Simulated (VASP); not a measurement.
Input of a VASP 6.6.1 run:

Contents of INCAR:

```
PREC     = Accurate       # precision mode
ENCUT    = 520            # plane-wave cutoff, eV
EDIFF    = 1E-6           # SCF threshold, eV
ISMEAR   = -1             # smearing method
SIGMA    = 0.02           # smearing width, eV
LREAL    = False          # projectors in reciprocal space
LASPH    = True           # aspherical terms in the spheres
NELM     = 60             # most SCF steps
ALGO     = Normal         # electronic algorithm
ISIF     = 2              # what is computed and relaxed
LWAVE    = False          # write WAVECAR
LCHARG   = False          # write CHGCAR
GGA      = PE             # functional
NBANDS   = 17             # bands
```

The input KPOINTS:

```
Automatic mesh
0
Gamma
  10 10 10
```

Contents of POSCAR:

```
SnO
1.0
    0.0000000000      2.5587916806      2.5587916806
    2.5587916806      0.0000000000      2.5587916806
    2.5587916806      2.5587916806      0.0000000000
Sn O
1 1
Direct
    0.0000000000      0.0000000000      0.0000000000
    0.5000000000      0.5000000000      0.5000000000
```

Potentials or basis: VASP PAW PBE potentials, release 64 (Sn_d, O).

Run with:

```console
$ cat potpaw_PBE.64/Sn_d/POTCAR potpaw_PBE.64/O/POTCAR > POTCAR
$ mpirun -np 1 vasp_std > vasp.out
```

Question: Estimate the pressure.

Answer: 0.0 GPa.

Question: Predict the band gap on the k mesh.

Answer: 0.69 eV (least direct gap 0.74 eV).

Caveat: spin-orbit coupling is left out, which moves the levels of the heavy elements. A k mesh can miss the band edges.
